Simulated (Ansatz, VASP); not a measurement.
## C: VASP beside Ansatz

```xyz
9
Lattice="3.1295 0.0000 0.0000 -1.5647 2.7102 0.0000 0.0000 0.0000 6.9325" Properties=species:S:1:pos:R:3 pbc="T T T"
C     2.2683    0.4972    5.7771
C     1.5647    1.7159    3.4662
C     0.8611    0.4972    1.1554
C     0.0000    0.0000    4.6217
C     0.0000    0.0000    2.3108
C     0.0000    0.0000    0.0000
C    -0.7036    2.2130    5.7771
C     0.0000    0.9943    3.4662
C     0.7036    2.2130    1.1554
```

Alike in both runs: task relaxation of cell and atoms; functional PBE; k mesh 12 × 12 × 6; occupations gaussian, width 0.1 eV; no spin polarisation.

|  | VASP | Ansatz |
| --- | --- | --- |
| version | VASP 6.6.1 | Ansatz 0.2.0 |
| potentials or method | VASP PAW PBE potentials, release 64 (C), cutoff 600 eV | scalar-relativistic, plane waves, PAW |
| valence electrons in the cell | 36 | 36 |

```tsv
	VASP	Ansatz	Ansatz less VASP
gap on the k mesh at the Fermi level, each at its own relaxed structure (eV)	none	none	-
relaxed volume (Å³/atom)	6.52	6.53	+0.007
relaxed length of the cell vector where the two differ most in proportion (Å)	3.127	3.129	+0.0021
```

A gap of «none» marks a metal or a gap that the smearing closes.
